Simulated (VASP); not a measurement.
Input of a VASP 6.6.1 run:

Contents of POSCAR:

```
PtS2
1.0
    3.5432000000      0.0000000000      0.0000000000
   -1.7716000000      3.0685012107      0.0000000000
    0.0000000000      0.0000000000      5.0388000000
Pt S
1 2
Direct
    0.0000000000      0.0000000000      0.0000000000
    0.6666666667      0.3333333333      0.7730000000
    0.3333333333      0.6666666667      0.2270000000
```

Contents of INCAR.step1:

```
SYSTEM = PtS2
  GGA = CA
  ISMEAR = 0
  SIGMA = 0.03
  LWAVE = .FALSE.
  LCHARG = .FALSE.
  NSW = 80
  PREC = Accurate
  LASPH = .TRUE.
  LREAL = .FALSE.
  ALGO = Normal
  EDIFF = 1E-7
  NELM = 120
  GGA_COMPAT = .FALSE.
  IBRION = 2
  ISIF = 3
  EDIFFG = -0.002
  NELMIN = 4
  ENCUT = 690
  EFERMI = MIDGAP
  POTIM = 0.5
```

The input INCAR.step4:

```
SYSTEM = PtS2
  GGA = CA
  ISMEAR = 0
  SIGMA = 0.03
  LWAVE = .FALSE.
  LCHARG = .FALSE.
  PREC = Accurate
  LASPH = .TRUE.
  LREAL = .FALSE.
  ALGO = Normal
  EDIFF = 1E-7
  NELM = 120
  GGA_COMPAT = .FALSE.
  ISIF = 2
  ENCUT = 690
  EFERMI = MIDGAP
```

The input KPOINTS:

```
Automatic mesh
0
Gamma
  9 9 6
  0 0 0
```

Potentials or basis: VASP PAW LDA potentials, release 64 (Pt, S).

The run is started by

```bash
$ cat potpaw_LDA.64/Pt/POTCAR potpaw_LDA.64/S/POTCAR > POTCAR
$ cp INCAR.step1 INCAR
$ cp POSCAR.step1 POSCAR
$ mpirun -np 1 vasp_std > vasp.out
$ cp CONTCAR POSCAR
$ mpirun -np 1 vasp_std > vasp.out
$ cp CONTCAR POSCAR
$ mpirun -np 1 vasp_std > vasp.out
$ cp CONTCAR POSCAR
$ cp INCAR.step4 INCAR
$ mpirun -np 1 vasp_std > vasp.out
```

Question: What does it give for the band gap on the k mesh?

Answer: Zero (bands 11 and 12 overlap by 0.02 eV).

Question: Predict the relaxed cell.

Answer: a = 3.562 Å, b = 3.562 Å, c = 4.546 Å, α = 90.00°, β = 90.00°, γ = 120.00°.

Step by step:
| step | energy change (eV) | largest force (eV/Å) | pressure (GPa) | volume (Å³) |
| --- | --- | --- | --- | --- |
| 1 | 0.0000 | 0.8051 | 3.59 | 54.78 |
| 2 | 0.0379 | 0.4683 | -7.52 | 58.09 |
| 3 | -0.0253 | 0.2771 | -1.13 | 56.02 |
| 4 | -0.0369 | 0.1815 | -0.83 | 55.50 |
| 5 | -0.0432 | 0.0331 | -0.35 | 54.72 |
| 6 | -0.0490 | 0.0836 | 0.13 | 54.16 |
| 7 | -0.0618 | 0.2420 | 1.77 | 52.47 |
| 8 | -0.0553 | 0.5676 | 6.17 | 49.11 |
| 9 | -0.0643 | 0.4005 | 3.55 | 51.08 |
| 10 | -0.0652 | 0.3962 | 3.50 | 51.04 |
| 11 | -0.0676 | 0.3835 | 3.41 | 50.92 |
| 12 | -0.0721 | 0.3582 | 3.20 | 50.67 |
| 13 | -0.0794 | 0.3073 | 2.84 | 50.17 |
| 14 | -0.0854 | 0.2064 | 2.35 | 49.15 |
| 15 | -0.0877 | 0.1664 | 1.75 | 49.40 |
| 16 | -0.0905 | 0.0446 | 0.04 | 50.15 |
| 17 | -0.0905 | 0.0482 | 0.10 | 50.13 |
| 18 | -0.0905 | 0.0450 | 0.09 | 50.12 |
| 19 | -0.0906 | 0.0349 | 0.06 | 50.08 |
| 20 | -0.0908 | 0.0138 | 0.01 | 50.00 |
| 21 | -0.0907 | 0.0301 | -0.09 | 49.85 |
| 22 | -0.0908 | 0.0004 | -0.02 | 49.95 |
| 23 | -0.0908 | 0.0013 | -0.03 | 49.95 |
| 24 | -0.0908 | 0.0159 | -0.03 | 49.90 |
| 25 | -0.0908 | 0.0022 | -0.02 | 49.94 |
| 26 | -0.0908 | 0.0001 | 0.00 | 49.94 |
| 27 | -0.0905 | 0.0001 | 0.00 | 49.94 |
| 28 | -0.0905 | 0.0001 | 0.00 | 49.94 |

Caveat: spin-orbit coupling is left out, which moves the levels of the heavy elements. Zero-point motion and thermal expansion aren't in these numbers.
